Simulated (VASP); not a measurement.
Here is a VASP 6.6.1 calculation.

INCAR

```
ALGO     = Normal         # electronic algorithm
EDIFF    = 1E-6           # SCF threshold, eV
ENCUT    = 520            # plane-wave cutoff, eV
GGA      = PE             # functional
ISIF     = 2              # what is computed and relaxed
ISMEAR   = 0              # smearing method
LASPH    = True           # aspherical terms in the spheres
LCHARG   = False          # write CHGCAR
LREAL    = False          # projectors in reciprocal space
LWAVE    = False          # write WAVECAR
NBANDS   = 47             # bands
NELM     = 80             # most SCF steps
PREC     = Accurate       # precision mode
SIGMA    = 0.15           # smearing width, eV
```

KPOINTS

```
k-points
0
Gamma
  4 4 1
```

File POSCAR:

```
LuAg3O3
1.0
    3.3980643330      0.0000000000      0.0000000000
   -1.6990321665      2.9428100361      0.0000000000
    0.0000000000      0.0000000000     11.5298749080
Lu Ag O
1 3 3
Direct
    0.0000000000      0.0000000000      0.0082516552
    0.6666666667      0.3333333333      0.7267963942
    0.3333333333      0.6666666667      0.2827106209
    0.0000000000      0.0000000000      0.5493869245
    0.6666666667      0.3333333333      0.9155585270
    0.3333333333      0.6666666667      0.1014768801
    0.3333333333      0.6666666667      0.4608189981
```

Potentials or basis: VASP PAW PBE potentials, release 64 (Lu, Ag, O).

Command:

```bash
$ cat potpaw_PBE.64/Lu/POTCAR potpaw_PBE.64/Ag/POTCAR potpaw_PBE.64/O/POTCAR > POTCAR
$ mpirun -np 1 vasp_std > vasp.out
```

Task: Predict the largest force.

Result: 0.109 eV/Å.

Task: Estimate the band gap on the k mesh.

Result: Zero (bands 38 and 39 overlap by 0.20 eV).

Stress tensor (GPa, compression positive):
```
0.33 0.00 0.00
0.00 0.33 0.00
0.00 0.00 0.05
```

Caveat: the k points lie up to 0.54 Å⁻¹ apart; spin-orbit coupling is left out, which moves the levels of the heavy elements.
